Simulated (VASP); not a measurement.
Here is a VASP 6.6.1 calculation.

INCAR

```
ALGO = Normal
DIPOL = 0.5 0.5 0.500
EDIFF = 1E-6
ENCUT = 520
IDIPOL = 3
ISIF = 2
ISMEAR = -1
LASPH = T
LCHARG = F
LDIPOL = T
LREAL = F
LWAVE = F
NBANDS = 18
NELM = 60
PREC = Accurate
SIGMA = 0.1
```

KPOINTS

```
k-points
0
Gamma
  12 8 1
```

File POSCAR:

```
Ag
1.0
    2.8289222033      0.0000000000      0.0000000000
    0.0000000000      4.0007001469      0.0000000000
    0.0000000000      0.0000000000     17.4145000000
Ag
2
Direct
    0.2500000000      0.2500000000      0.4725355525
    0.7500000000      0.7500000000      0.5274644475
```

Potentials or basis: VASP PAW LDA potentials, release 64 (Ag).

The run is started by

```console
$ cat potpaw_LDA.64/Ag/POTCAR > POTCAR
$ mpirun -np 1 vasp_std > vasp.out
```

**Question.** Predict the band gap on the k mesh.

**Answer.** Zero (bands 11 and 12 overlap by 4.08 eV).

**Question.** Estimate the largest force.

**Answer.** 0.010 eV/Å.

Forces in eV/Å, atoms in the order of the input:
```
Ag   0.000  0.000 -0.010
Ag   0.000  0.000  0.010
```
